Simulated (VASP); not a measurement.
# BW16 (a cell with a defect) in VASP: single point with LDA

Aim: the single point of BW16 (a cell with a defect) with LDA.

Program: VASP 6.6.1. These are calculated values, not measurements. Logs are shortened: lines on timing, memory, paths and dates and some standing lists are left out, and cuts for length are marked.

## (1) The cell of the first run

The cell holds a defect, 17 atoms: a = 6.320 Å, b = 6.320 Å, c = 6.320 Å, α = 90.00°, β = 90.00°, γ = 90.00°.

## (2) Single point, LDA

INCAR

```
ALGO = Normal ; EDIFF = 1E-6
ENCUT = 520 ; GGA = CA
ISIF = 2 ; ISMEAR = -1
LASPH = T ; LCHARG = F
LREAL = Auto ; LWAVE = F
NBANDS = 128 ; NELM = 80
PREC = Accurate ; SIGMA = 0.05
```

KPOINTS

```
k-points
0
Gamma
  2 2 2
```

POSCAR

```
BW16
1.0
    6.3200000000      0.0000000000      0.0000000000
    0.0000000000      6.3200000000      0.0000000000
    0.0000000000      0.0000000000      6.3200000000
W B
16 1
Direct
    0.0003892103     -0.0072998773     -0.0043152553
    0.5004047567     -0.0072557997      0.0014452754
    0.0003499423      0.4928261384      0.0014870034
    0.0003930425     -0.0072374468      0.5024978562
    0.2397350215      0.2321144025      0.2492069278
    0.5004201226      0.4928791094      0.0523475379
    0.5003991012     -0.0074387691      0.4971018638
    0.7610087691      0.2321116390      0.2492066035
    0.0003411665      0.4926823290      0.4970685859
    0.2396949918      0.7534128687      0.2491800553
    0.2523861225      0.2448300149      0.7492332593
    0.5004182666      0.4928883451      0.4460410265
    0.7610340696      0.7533448589      0.2491848953
    0.7483566662      0.2449346567      0.7492341129
    0.2523881296      0.7408226115      0.7493614563
    0.7483669586      0.7407390702      0.7493740970
    0.5004630625      0.4930873485      0.7491750987
```

Potentials or basis: VASP PAW LDA potentials, release 64 (W_sv, B).

Started as:

```console
cat potpaw_LDA.64/W_sv/POTCAR potpaw_LDA.64/B/POTCAR > POTCAR
mpirun -np 1 vasp_std > vasp.out
```

OUTCAR:

```text
EDIFF = 1E-6
   ENCUT = 520
   GGA = CA
   ISIF = 2
   ISMEAR = -1
   LASPH = T
   LREAL = Auto
   NELM = 80
   PREC = Accurate

 ion  position               nearest neighbor table
   1  0.000  0.993  0.996-  10 2.67  13 2.67   5 2.67   8 2.67  15 2.74  16 2.74  11 2.74  14 2.74
                             4 3.12   3 3.16   2 3.16   2 3.16   3 3.16   4 3.20
   2  0.500  0.993  0.001-   8 2.73  13 2.73  10 2.73   5 2.73  15 2.74  16 2.74  11 2.75  14 2.75
                             7 3.13   1 3.16   1 3.16   6 3.18   6 3.18   7 3.19
   3  0.000  0.493  0.001-  13 2.73  10 2.73   8 2.73   5 2.73  16 2.74  14 2.74  15 2.74  11 2.75
                             9 3.13   1 3.16   1 3.16   6 3.18   6 3.18   9 3.19
   4  0.000  0.993  0.502-  10 2.67   5 2.67   8 2.67  13 2.67  11 2.74  15 2.74  16 2.74  14 2.74
                             1 3.12   9 3.16   7 3.16   7 3.16   9 3.16   1 3.20
   5  0.240  0.232  0.249-  12 2.64   6 2.64   4 2.67   1 2.67   2 2.73   9 2.73   3 2.73   7 2.73
                            10 3.03   8 3.03  11 3.16  11 3.16   8 3.29  10 3.29
   6  0.500  0.493  0.052-  17 1.92  12 2.49  13 2.64  10 2.64   8 2.64   5 2.64  16 2.93  15 2.93
                            14 2.93  11 2.93   2 3.18   3 3.18   3 3.18   2 3.18
   7  0.500  0.993  0.497-  13 2.73  10 2.73   8 2.73   5 2.73  15 2.74  16 2.74  11 2.75  14 2.75
                             2 3.13   4 3.16   4 3.16  12 3.17  12 3.18   2 3.19
   8  0.761  0.232  0.249-  12 2.64   6 2.64   4 2.67   1 2.67   2 2.73   9 2.73   3 2.73   7 2.73
                             5 3.03  13 3.03  14 3.16  14 3.16  13 3.29   5 3.29
   9  0.000  0.493  0.497-   8 2.73   5 2.73  13 2.73  10 2.73  14 2.74  11 2.74  16 2.75  15 2.75
                             3 3.13   4 3.16   4 3.16  12 3.18  12 3.18   3 3.19
  10  0.240  0.753  0.249-   6 2.64  12 2.64   4 2.67   1 2.67   3 2.73   2 2.73   7 2.73   9 2.73
                            13 3.03   5 3.03  15 3.16  15 3.16   5 3.29  13 3.29
  11  0.252  0.245  0.749-  17 2.22   1 2.74   4 2.74   9 2.74   3 2.75   2 2.75   7 2.75   6 2.93
                            12 2.93  14 3.13  15 3.13   5 3.16   5 3.16  15 3.19  14 3.19
  12  0.500  0.493  0.446-  17 1.92   6 2.49  13 2.64  10 2.64   8 2.64   5 2.64  14 2.93  16 2.93
                            11 2.93  15 2.93   7 3.17   9 3.18   9 3.18   7 3.18
  13  0.761  0.753  0.249-   6 2.64  12 2.64   4 2.67   1 2.67   3 2.73   2 2.73   7 2.73   9 2.73
                            10 3.03   8 3.03  16 3.16  16 3.16   8 3.29  10 3.29
  14  0.748  0.245  0.749-  17 2.22   1 2.74   4 2.74   9 2.74   3 2.74   2 2.75   7 2.75   6 2.93
                            12 2.93  16 3.13  11 3.13   8 3.16   8 3.16  11 3.19  16 3.19
  15  0.252  0.741  0.749-  17 2.22   1 2.74   4 2.74   7 2.74   2 2.74   3 2.74   9 2.75   6 2.93
                            12 2.93  16 3.13  11 3.13  10 3.16  10 3.16  11 3.19  16 3.19
  16  0.748  0.741  0.749-  17 2.21   1 2.74   4 2.74   3 2.74   2 2.74   7 2.74   9 2.75   6 2.93
                            12 2.93  14 3.13  15 3.13  13 3.16  13 3.16  15 3.19  14 3.19
  17  0.500  0.493  0.749-  12 1.92   6 1.92  16 2.21  15 2.22  14 2.22  11 2.22

  LATTYP: Found a simple cubic cell.
 ALAT       =     6.3200000000

  Lattice vectors:

 A1 = (   6.3200000000,   0.0000000000,   0.0000000000)
 A2 = (   0.0000000000,   6.3200000000,   0.0000000000)
 A3 = (   0.0000000000,   0.0000000000,   6.3200000000)

Analysis of symmetry for initial positions (statically):
=====================================================================
 Subroutine PRICEL returns:
 Original cell was already a primitive cell.

 Routine SETGRP: Setting up the symmetry group for a
 simple cubic supercell.

 Subroutine GETGRP returns: Found  1 space group operations
 (whereof  1 operations were pure point group operations)
 out of a pool of 48 trial point group operations.

The static configuration has the point symmetry C_1 .

Analysis of symmetry for dynamics (positions and initial velocities):
=====================================================================
 Subroutine PRICEL returns:
 Original cell was already a primitive cell.

 Routine SETGRP: Setting up the symmetry group for a
 simple cubic supercell.

 Subroutine GETGRP returns: Found  1 space group operations
 (whereof  1 operations were pure point group operations)
 out of a pool of 48 trial point group operations.

The dynamic configuration has the point symmetry C_1 .

 Subroutine INISYM returns: Found  1 space group operations
 (whereof  1 operations are pure point group operations),
 and found     1 'primitive' translations

----------------------------------------------------------------------------------------

                                     Primitive cell

  volume of cell :     252.4360

  direct lattice vectors                    reciprocal lattice vectors
     6.320000000  0.000000000  0.000000000     0.158227848  0.000000000  0.000000000
     0.000000000  6.320000000  0.000000000     0.000000000  0.158227848  0.000000000
     0.000000000  0.000000000  6.320000000     0.000000000  0.000000000  0.158227848

  length of vectors
     6.320000000  6.320000000  6.320000000     0.158227848  0.158227848  0.158227848

  position of ions in fractional coordinates (direct lattice)
     0.000389210  0.992700123  0.995684745
     0.500404757  0.992744200  0.001445275
     0.000349942  0.492826138  0.001487003
     0.000393043  0.992762553  0.502497856
     0.239735022  0.232114403  0.249206928
     0.500420123  0.492879109  0.052347538
[... 9 lines left out ...]
     0.748366959  0.740739070  0.749374097
     0.500463063  0.493087348  0.749175099

  ion indices of the primitive-cell ions
   primitive index   ion index
                 1           1
                 2           2
                 3           3
                 4           4
                 5           5
                 6           6
[... 9 lines left out ...]
                16          16
                17          17

----------------------------------------------------------------------------------------

 KPOINTS: k-points

Automatic generation of k-mesh.
 Grid dimensions read from file:
 generate k-points for:    2    2    2

 Generating k-lattice:

  Cartesian coordinates                     Fractional coordinates (reciprocal lattice)
     0.079113924  0.000000000  0.000000000     0.500000000  0.000000000  0.000000000
     0.000000000  0.079113924  0.000000000     0.000000000  0.500000000  0.000000000
     0.000000000  0.000000000  0.079113924     0.000000000  0.000000000  0.500000000

  Length of vectors
     0.079113924  0.079113924  0.079113924

  Shift w.r.t. Gamma in fractional coordinates (k-lattice)
     0.000000000  0.000000000  0.000000000

 Subroutine IBZKPT returns following result:
 ===========================================

 Found      8 irreducible k-points:

 Following reciprocal coordinates:
            Coordinates               Weight
  0.000000  0.000000  0.000000      1.000000
  0.500000  0.000000  0.000000      1.000000
  0.000000  0.500000  0.000000      1.000000
  0.000000  0.000000  0.500000      1.000000
  0.500000  0.500000  0.000000      1.000000
  0.000000  0.500000  0.500000      1.000000
  0.500000  0.000000  0.500000      1.000000
  0.500000  0.500000  0.500000      1.000000
   k-points           NKPTS =      8   k-points in BZ     NKDIM =      8   number of bands    NBANDS=    128
   number of dos      NEDOS =    301   number of ions     NIONS =     17
   total plane-waves  NPLWV = 110592
   dimension x,y,z NGX =    48 NGY =   48 NGZ =   48
   dimension x,y,z NGXF=    96 NGYF=   96 NGZF=   96
   ions per type =              16   1
   NGX,Y,Z   is equivalent  to a cutoff of  12.63, 12.63, 12.63 a.u.
   NGXF,Y,Z  is equivalent  to a cutoff of  25.25, 25.25, 25.25 a.u.
 SYSTEM =  unknown system
   PREC   = accura    normal or accurate (medium, high low for compatibility)
   ISTART =      0    job   : 0-new  1-cont  2-samecut
   ICHARG =      2    charge: 1-file 2-atom 10-const
   ISPIN  =      1    spin polarized calculation?
   LNONCOLLINEAR =      F non collinear calculations
   LSORBIT =      F    spin-orbit coupling
   LASPH  =      T    aspherical Exc in radial PAW
   ENCUT  =  520.0 eV  38.22 Ry    6.18 a.u.  11.75 11.75 11.75*2*pi/ulx,y,z
   NELM   =     80;   NELMIN=  2; NELMDL= -5     # of ELM steps
   EDIFF  = 0.1E-05   stopping-criterion for ELM
   LREAL  =      T    real-space projection
   EDIFFG = 0.1E-04   stopping-criterion for IOM
   NSW    =      0    number of steps for IOM
   IBRION =     -1    ionic relax: 0-MD 1-quasi-New 2-CG
   NFREE  =      0    steps in history (QN), initial steepest desc. (CG)
   ISIF   =      2    stress and relaxation
   ISYM   =      2    0-nonsym 1-usesym 2-fastsym
   POTIM  = 0.5000    time-step for ionic-motion
   TEBEG  =    0.0;   TEEND  =   0.0 temperature during run
   PSTRESS=    0.0 pullay stress
   NELECT =     227.0000    total number of electrons
   NUPDOWN=      -1.0000    fix difference up-down
   EMIN   =  10.00;   EMAX   =-10.00  energy-range for DOS
   EFERMI =   0.00;   METHOD = LEGACY
   ISMEAR =    -1;   SIGMA  =   0.05  broadening in eV -4-tet -1-fermi 0-gaus
   EFERMI_NEDOS =   21; number of points for ismear=-14 and -15
   IALGO  =     38    algorithm
   IMIX   =      4    mixing-type and parameters
     AMIX     =   0.40;   BMIX     =  1.00
     AMIX_MAG =   1.60;   BMIX_MAG =  1.00
  volume/ion in A,a.u.               =      14.85       100.21
  Fermi-wavevector in a.u.,A,eV,Ry     =   1.580155  2.986060 33.972251  2.496890
  Thomas-Fermi vector in A             =   2.680426
   LORBIT       =      0    0 simple, 1 ext, 2 COOP (PROOUT), +10 PAW based schemes
   GGA     = CA    functional components
   LHFCALC =     F    Hartree Fock is set to
   AEXX    =    0.0000 exact exchange contribution
   IVDW    =     0    specifies the selected vdW correction
   LEPSILON=     F    determine dielectric tensor
   LRPA    =     F    only Hartree local field effects (RPA)
 non-spin polarized calculation
  energy-cutoff  :      520.00
  volume of cell :      252.44
 maximum number of plane-waves:      6859
 NGX is ok and might be reduce to    48
   NGX = 23   NGY = 23   NGZ = 23

 number of electron     226.9999995 magnetization

 Free energy of the ion-electron system (eV)
  ---------------------------------------------------
  ext. energy  EPLUGINS =         0.00000000
  ---------------------------------------------------
  free energy    TOTEN  =      -231.06972200 eV

  energy without entropy =     -231.00752219  energy(sigma->0) =     -231.03862209

 E-fermi :  11.4893     XC(G=0): -13.9405

 val. band max:       11.2992585214   @ k =   0.5000   0.5000   0.0000
 cond. band min:      11.4947152110   @ k =   0.0000   0.0000   0.5000
 fundamental gap:      0.1954566896
 Fermi energy:        11.4893187498

 k-point     1 :       0.0000    0.0000    0.0000
  band No.  band energies     occupation
      1     -62.0465      2.00000
      2     -61.9675      2.00000
      3     -61.9675      2.00000
      4     -61.9577      2.00000
      5     -61.9415      2.00000
      6     -61.9323      2.00000
[... 117 lines left out ...]
    124      13.4123      0.00000
    125      13.5448      0.00000

 k-point     2 :       0.5000    0.0000    0.0000
  band No.  band energies     occupation
      1     -62.0189      2.00000
      2     -62.0102      2.00000
      3     -61.9632      2.00000
      4     -61.9620      2.00000
      5     -61.9319      2.00000
      6     -61.9319      2.00000
[... 885 lines left out ...]
    124      13.9090      0.00000
    125      13.9219      0.00000
 [bands above 125 left out]

------------------------ aborting loop because EDIFF is reached ----------------------------------------

  FORCE on cell =-STRESS in cart. coord.  units (eV):
  Direction    XX          YY          ZZ          XY          YZ          ZX
  --------------------------------------------------------------------------------------
  -------------------------------------------------------------------------------------
  Total       -0.5567739     -0.5768993     23.1705169      0.0003380      0.0101496     -0.0002105
  in kB       -3.5337698     -3.6615030    147.0601724      0.0021453      0.0644181     -0.0013361
  external PRESSURE =      46.6216332 kB  Pullay stress =       0.0000000 kB

 VOLUME and BASIS-vectors are now :
 -----------------------------------------------------------------------------
  energy-cutoff  :      520.00
  volume of cell :      252.44
      direct lattice vectors                 reciprocal lattice vectors
     6.320000000  0.000000000  0.000000000     0.158227848  0.000000000  0.000000000
     0.000000000  6.320000000  0.000000000     0.000000000  0.158227848  0.000000000
     0.000000000  0.000000000  6.320000000     0.000000000  0.000000000  0.158227848

 POSITION                                       TOTAL-FORCE (eV/Angst)
 -----------------------------------------------------------------------------------
      0.00246      6.27386      6.29273        -0.002699      0.017229     -0.006774
      3.16256      6.27414      0.00913        -0.002805      0.010950     -0.004305
      0.00221      3.11466      0.00940         0.004988     -0.009872     -0.008792
      0.00248      6.27426      3.17579        -0.003313     -0.003170      0.035143
      1.51513      1.46696      1.57499         0.007998      0.004389      0.000432
      3.16266      3.11500      0.33084        -0.007461     -0.016594     -0.104614
[... 9 lines left out ...]
      4.72968      4.68147      4.73604        -0.010902     -0.005880     -0.017260
      3.16293      3.11631      4.73479        -0.011358     -0.028472      0.009603
 -----------------------------------------------------------------------------------
    total drift:                                0.002108      0.026130     -0.003618

  FREE ENERGIE OF THE ION-ELECTRON SYSTEM (eV)
  ---------------------------------------------------
  free  energy   TOTEN  =      -231.0697220001 eV

  energy  without entropy=     -231.0075221856  energy(sigma->0) =     -231.03862209
```

It took 14 min on 1 thread of Intel Xeon 8259CL, shared host; peak memory 0.37 GiB.

What came out:

```yaml
Free_energy: -231.0697 eV
Pressure: 4.7 GPa
Largest_force: 0.106 eV/Å
Band_gap_on_the_k_mesh: zero (an odd number of electrons rules out a gap without spin polarisation)
```

Forces in eV/Å, atoms in the order of the input:
```
W   -0.003  0.017 -0.007
W   -0.003  0.011 -0.004
W    0.005 -0.010 -0.009
W   -0.003 -0.003  0.035
W    0.008  0.004  0.000
W   -0.007 -0.017 -0.105
W   -0.002  0.026 -0.002
W   -0.003 -0.002  0.001
W    0.006  0.011  0.002
W    0.004 -0.003  0.009
W    0.029  0.022 -0.002
W   -0.008 -0.014  0.100
W    0.005  0.010  0.009
W   -0.022  0.004 -0.004
W    0.017 -0.023 -0.017
W   -0.011 -0.006 -0.017
B   -0.011 -0.028  0.010
```

Levels at points of the mesh, in eV from the Fermi level:
```
           k point  band 109  band 110  band 111  band 112  band 113  band 114  band 115  band 116  band 117  band 118
(0.00, 0.00, 0.00)     -0.47     -0.40     -0.23     -0.23      0.30      0.78      0.80      0.81      0.81      0.82
(0.50, 0.00, 0.00)     -0.89     -0.84     -0.79     -0.39     -0.23     -0.22      0.07      0.61      0.77      0.87
(0.00, 0.50, 0.00)     -0.89     -0.84     -0.79     -0.39     -0.23     -0.22      0.07      0.61      0.77      0.87
(0.00, 0.00, 0.50)     -0.89     -0.79     -0.79     -0.36     -0.28      0.01      0.56      0.81      1.07      1.07
(0.50, 0.50, 0.00)     -1.50     -0.42     -0.42     -0.41     -0.19     -0.19      0.14      0.21      0.42      0.90
(0.00, 0.50, 0.50)     -1.41     -0.98     -0.72     -0.68     -0.29      0.02      0.08      0.24      0.74      0.87
(0.50, 0.00, 0.50)     -1.41     -0.98     -0.72     -0.68     -0.29      0.01      0.08      0.24      0.74      0.87
(0.50, 0.50, 0.50)     -2.56     -2.53     -2.45     -2.45     -0.90      1.98      2.00      2.01      2.01      2.07
```

Caveat: the k points lie up to 0.50 Å⁻¹ apart, too coarse for converged energies and pressures of a metal; spin-orbit coupling is left out, which moves the levels of the heavy elements.

The gap in the log of VASP goes by the Fermi energy; the results here count the filled bands.